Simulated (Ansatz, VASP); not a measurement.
## NaIr: VASP beside Ansatz

```
Na Ir
1.0
     3.33630    0.00000    0.00000
     0.00000    3.33630    0.00000
     0.00000    0.00000    3.33630
Na Ir
1 1
Cartesian
  0.0000 0.0000 0.0000
  1.6681 1.6681 1.6681
```

Alike in both runs: functional PBE; k mesh 11 × 11 × 11; occupations fermi-dirac, width 0.05 eV; no spin polarisation.

Ansatz relaxed the structure, and its values are those at the end. VASP's run is a single point on that final structure, the one shown.

|  | VASP | Ansatz |
| --- | --- | --- |
| version | VASP 6.6.1 | Ansatz 0.2.0 |
| potentials or method | VASP PAW PBE potentials, release 64 (Na_pv, Ir), cutoff 520 eV | all-electron LAPW, non-relativistic |

Ansatz gave:

```
pressure (GPa) : 0.0
```

Q: What did VASP give for the same quantities?

A: Pressure (GPa): -5.6.

One of these differences is far larger than is usual between the two programs; its cause wasn't traced. Ansatz ran all-electron here, and VASP with PAW potentials.

Neither program's run includes spin-orbit coupling.
